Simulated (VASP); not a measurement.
# Rh (Fm-3m) in VASP: a series of runs

The runs below take Rh through relaxation of cell and atoms, with PBEsol.

All numbers are computed with VASP 6.6.1; they aren't measurements. Logs are shortened: lines on timing, memory, paths and dates and some standing lists are left out, and cuts for length are marked.

## 1. The cell of the first run

Symmetry: Fm-3m, No. 225, cubic system. Conventional cell: a = 3.796 Å, b = 3.796 Å, c = 3.796 Å, α = 90.00°, β = 90.00°, γ = 90.00°. Within 3.5 Å of Rh (site symmetry m-3m) lie 12 Rh at 2.68 Å.

## 2. Relaxation of cell and atoms, PBEsol

INCAR reads:

```
SYSTEM = Rh
PREC = Accurate
ENCUT = 500
EDIFF = 1E-7
ISMEAR = 0
SIGMA = 0.05
LREAL = .FALSE.
LASPH = .TRUE.
NELM = 120
ALGO = Normal
ISIF = 3
LWAVE = .FALSE.
LCHARG = .FALSE.
GGA = PS
IBRION = 2
NSW = 60
EDIFFG = -0.03
GGA_COMPAT = .FALSE.
NELMIN = 4
```

KPOINTS reads:

```
regular mesh
0
G
  10 10 10
  0 0 0
```

POSCAR reads:

```
Rh
1.0
    2.6839650000      0.0000000000      0.0000000000
    1.3419825000      2.3243818729      0.0000000000
    1.3419825000      0.7747939576      2.1914482458
Rh
1
Direct
    0.0000000000      0.0000000000      0.0000000000
```

Potentials or basis: VASP PAW PBE potentials, release 64 (Rh_pv).

The run is started by

```bash
$ cat potpaw_PBE.64/Rh_pv/POTCAR > POTCAR
$ mpirun -np 1 vasp_std > vasp.out
```

OUTCAR:

```text
SYSTEM = Rh
   PREC = Accurate
   ENCUT = 500
   EDIFF = 1E-7
   ISMEAR = 0
   LREAL = .FALSE.
   LASPH = .TRUE.
   NELM = 120
   ISIF = 3
   GGA = PS
   IBRION = 2
   NSW = 60
   EDIFFG = -0.03
   NELMIN = 4

 ion  position               nearest neighbor table
   1  0.000  0.000  0.000-

  LATTYP: Found a face centered cubic cell.
 ALAT       =     3.7956997040

  Lattice vectors:

 A1 = (   2.6839650000,   0.0000000000,   0.0000000000)
 A2 = (   1.3419825000,   2.3243818729,   0.0000000000)
 A3 = (   1.3419825000,   0.7747939576,   2.1914482458)

Analysis of symmetry for initial positions (statically):
=====================================================================
 Subroutine PRICEL returns:
 Original cell was already a primitive cell.

 Routine SETGRP: Setting up the symmetry group for a
 face centered cubic supercell.

 Subroutine GETGRP returns: Found 48 space group operations
 (whereof 48 operations were pure point group operations)
 out of a pool of 48 trial point group operations.

The static configuration has the point symmetry O_h .

Analysis of symmetry for dynamics (positions and initial velocities):
=====================================================================
 Subroutine PRICEL returns:
 Original cell was already a primitive cell.

 Routine SETGRP: Setting up the symmetry group for a
 face centered cubic supercell.

 Subroutine GETGRP returns: Found 48 space group operations
 (whereof 48 operations were pure point group operations)
 out of a pool of 48 trial point group operations.

The dynamic configuration has the point symmetry O_h .

 Subroutine INISYM returns: Found 48 space group operations
 (whereof 48 operations are pure point group operations),
 and found     1 'primitive' translations

----------------------------------------------------------------------------------------

                                     Primitive cell

  volume of cell :      13.6715

  direct lattice vectors                    reciprocal lattice vectors
     2.683965000  0.000000000  0.000000000     0.372583100 -0.215110953 -0.152106414
     1.341982500  2.324381873  0.000000000     0.000000000  0.430221906 -0.152106414
     1.341982500  0.774793958  2.191448246     0.000000000  0.000000000  0.456319241

  length of vectors
     2.683965000  2.683965000  2.683965000     0.456319241  0.456319241  0.456319241

  position of ions in fractional coordinates (direct lattice)
     0.000000000  0.000000000  0.000000000

  ion indices of the primitive-cell ions
   primitive index   ion index
                 1           1

----------------------------------------------------------------------------------------

 KPOINTS: regular mesh

Automatic generation of k-mesh.
 Grid dimensions read from file:
 generate k-points for:   10   10   10

 Generating k-lattice:

  Cartesian coordinates                     Fractional coordinates (reciprocal lattice)
     0.037258310 -0.021511095 -0.015210641     0.100000000  0.000000000  0.000000000
     0.000000000  0.043022191 -0.015210641     0.000000000  0.100000000  0.000000000
     0.000000000  0.000000000  0.045631924     0.000000000  0.000000000  0.100000000

  Length of vectors
     0.045631924  0.045631924  0.045631924

  Shift w.r.t. Gamma in fractional coordinates (k-lattice)
     0.000000000  0.000000000  0.000000000

 Subroutine IBZKPT returns following result:
 ===========================================

 Found     47 irreducible k-points:

 Following reciprocal coordinates:
            Coordinates               Weight
  0.000000  0.000000  0.000000      1.000000
  0.100000 -0.000000  0.000000      8.000000
  0.200000 -0.000000  0.000000      8.000000
  0.300000 -0.000000 -0.000000      8.000000
  0.400000 -0.000000  0.000000      8.000000
  0.500000  0.000000 -0.000000      4.000000
[... 16 lines left out ...]
  0.300000  0.300000 -0.000000      6.000000
  0.400000  0.300000  0.000000     24.000000
 [... further k-points ...]
   k-points           NKPTS =     47   k-points in BZ     NKDIM =     47   number of bands    NBANDS=     11
   number of dos      NEDOS =    301   number of ions     NIONS =      1
   total plane-waves  NPLWV =   8000
   dimension x,y,z NGX =    20 NGY =   20 NGZ =   20
   dimension x,y,z NGXF=    40 NGYF=   40 NGZF=   40
   ions per type =               1
   NGX,Y,Z   is equivalent  to a cutoff of  12.39, 12.39, 12.39 a.u.
   NGXF,Y,Z  is equivalent  to a cutoff of  24.78, 24.78, 24.78 a.u.
 SYSTEM =  Rh
   PREC   = accura    normal or accurate (medium, high low for compatibility)
   ISTART =      0    job   : 0-new  1-cont  2-samecut
   ICHARG =      2    charge: 1-file 2-atom 10-const
   ISPIN  =      1    spin polarized calculation?
   LNONCOLLINEAR =      F non collinear calculations
   LSORBIT =      F    spin-orbit coupling
   LASPH  =      T    aspherical Exc in radial PAW
   ENCUT  =  500.0 eV  36.75 Ry    6.06 a.u.   4.89  4.89  4.89*2*pi/ulx,y,z
   NELM   =    120;   NELMIN=  4; NELMDL= -5     # of ELM steps
   EDIFF  = 0.1E-06   stopping-criterion for ELM
   LREAL  =      F    real-space projection
   EDIFFG = -.3E-01   stopping-criterion for IOM
   NSW    =     60    number of steps for IOM
   IBRION =      2    ionic relax: 0-MD 1-quasi-New 2-CG
   NFREE  =      1    steps in history (QN), initial steepest desc. (CG)
   ISIF   =      3    stress and relaxation
   ISYM   =      2    0-nonsym 1-usesym 2-fastsym
   POTIM  = 0.5000    time-step for ionic-motion
   TEBEG  =    0.0;   TEEND  =   0.0 temperature during run
   PSTRESS=    0.0 pullay stress
   NELECT =      15.0000    total number of electrons
   NUPDOWN=      -1.0000    fix difference up-down
   EMIN   =  10.00;   EMAX   =-10.00  energy-range for DOS
   EFERMI =   0.00;   METHOD = LEGACY
   ISMEAR =     0;   SIGMA  =   0.05  broadening in eV -4-tet -1-fermi 0-gaus
   EFERMI_NEDOS =   21; number of points for ismear=-14 and -15
   IALGO  =     38    algorithm
   IMIX   =      4    mixing-type and parameters
     AMIX     =   0.40;   BMIX     =  1.00
     AMIX_MAG =   1.60;   BMIX_MAG =  1.00
  volume/ion in A,a.u.               =      13.67        92.26
  Fermi-wavevector in a.u.,A,eV,Ry     =   1.688496  3.190795 38.790471  2.851019
  Thomas-Fermi vector in A             =   2.770792
   LORBIT       =      0    0 simple, 1 ext, 2 COOP (PROOUT), +10 PAW based schemes
   GGA     = PS    functional components
   LHFCALC =     F    Hartree Fock is set to
   AEXX    =    0.0000 exact exchange contribution
   IVDW    =     0    specifies the selected vdW correction
   LEPSILON=     F    determine dielectric tensor
   LRPA    =     F    only Hartree local field effects (RPA)
 conjugate gradient relaxation of ions
 non-spin polarized calculation
 Gauss-broadening in eV      SIGMA  =   0.05
  energy-cutoff  :      500.00
  volume of cell :       13.67
 maximum number of plane-waves:       360
   NGX =  9   NGY =  9   NGZ =  9

--------------------------------------- Ionic step        1  -------------------------------------------

 number of electron      15.0000007 magnetization

 Free energy of the ion-electron system (eV)
  ---------------------------------------------------
  ext. energy  EPLUGINS =         0.00000000
  ---------------------------------------------------
  free energy    TOTEN  =        -8.14520678 eV

  energy without entropy =       -8.14327344  energy(sigma->0) =       -8.14424011

------------------------ aborting loop because EDIFF is reached ----------------------------------------

  FORCE on cell =-STRESS in cart. coord.  units (eV):
  Direction    XX          YY          ZZ          XY          YZ          ZX
  --------------------------------------------------------------------------------------
  -------------------------------------------------------------------------------------
  Total       -0.3152059     -0.3152059     -0.3152059     -0.0000000      0.0000000     -0.0000000
  in kB      -36.9393588    -36.9393588    -36.9393588     -0.0000000      0.0000000     -0.0000000
  external PRESSURE =     -36.9393588 kB  Pullay stress =       0.0000000 kB
[... 55 lines left out ...]
  energy  without entropy=       -8.1313283923  energy(sigma->0) =       -8.13222656

--------------------------------------- Ionic step        3  -------------------------------------------

 number of electron      15.0000006 magnetization

 Free energy of the ion-electron system (eV)
  ---------------------------------------------------
  ext. energy  EPLUGINS =         0.00000000
  ---------------------------------------------------
  free energy    TOTEN  =        -8.14724295 eV

  energy without entropy =       -8.14534890  energy(sigma->0) =       -8.14629593

 E-fermi :  12.1356     XC(G=0): -14.3375

 val. band max:       12.1311880248   @ k =   0.5000   0.4000   0.1000
 cond. band min:      12.1367923517   @ k =  -0.4000   0.5000   0.1000
 fundamental gap:      0.0056043269
 Fermi energy:        12.1355780349

 k-point     1 :       0.0000    0.0000    0.0000
  band No.  band energies     occupation
      1     -34.2750      2.00000
      2     -34.2750      2.00000
      3     -34.2750      2.00000
      4       3.9048      2.00000
      5       8.9072      2.00000
      6       8.9072      2.00000
      7       8.9072      2.00000
      8      11.0839      2.00000
      9      11.0839      2.00000
     10      28.0138      0.00000
     11      32.3981      0.00000
[... 309 lines left out ...]
 k-point    24 :       0.4000    0.3000    0.0000
  band No.  band energies     occupation
      1     -34.8741      2.00000
      2     -34.5211      2.00000
      3     -34.4963      2.00000
      4       6.3094      2.00000
      5       6.6418      2.00000
      6      10.5869      2.00000
      7      11.3934      2.00000
      8      12.6045      0.00000
      9      13.4885      0.00000
     10      26.4823      0.00000
     11      28.3178      0.00000

 [... further k-points ...]
[... 5 lines left out ...]
  --------------------------------------------------------------------------------------
  -------------------------------------------------------------------------------------
  Total       -0.0026550     -0.0026550     -0.0026550     -0.0000000      0.0000000     -0.0000000
  in kB       -0.3151421     -0.3151421     -0.3151421     -0.0000000      0.0000000     -0.0000000
  external PRESSURE =      -0.3151421 kB  Pullay stress =       0.0000000 kB
[... 16 lines left out ...]
  FREE ENERGIE OF THE ION-ELECTRON SYSTEM (eV)
  ---------------------------------------------------
  free  energy   TOTEN  =        -8.1472429501 eV

  energy  without entropy=       -8.1453489015  energy(sigma->0) =       -8.14629593

 reached required accuracy - stopping structural energy minimisation
```

Wall time 10 s (1 thread of Intel Xeon Platinum 8375C at 2.90GHz (Ice Lake), shared host); peak memory 0.13 GiB.

What came out:

```
Free energy                            : -8.1472 eV
Relaxed volume                         : 13.50 Å³/atom
Relaxed cell                           : a = 2.673 Å, b = 2.673 Å, c = 2.673 Å, α = 60.00°, β = 60.00°, γ = 60.00°
Space group after relaxing (to 0.05 Å) : Fm-3m (No. 225)
Energy gained by relaxing              : 2.0 meV/atom
Ionic steps                            : 3
Pressure after relaxing                : 0.0 GPa
```

The path:
| step | energy change (eV) | largest force (eV/Å) | pressure (GPa) | volume (Å³) |
| --- | --- | --- | --- | --- |
| 1 | 0.0000 | 0.0000 | -3.69 | 13.67 |
| 2 | 0.0121 | 0.0000 | 10.69 | 13.06 |
| 3 | -0.0020 | 0.0000 | -0.03 | 13.50 |

Final structure:
```yaml
crystal:
  lattice:
    - [2.67258, 0.00000, 0.00000]
    - [1.33629, 2.31452, 0.00000]
    - [1.33629, 0.77151, 2.18215]
  atoms:
    - { symbol: Rh, position: [0.00000, 0.00000, 0.00000] }
```

Caveat: the PAW data sets were made with another functional, which shifts forces and pressure a little.

[end of part 1 of 2]
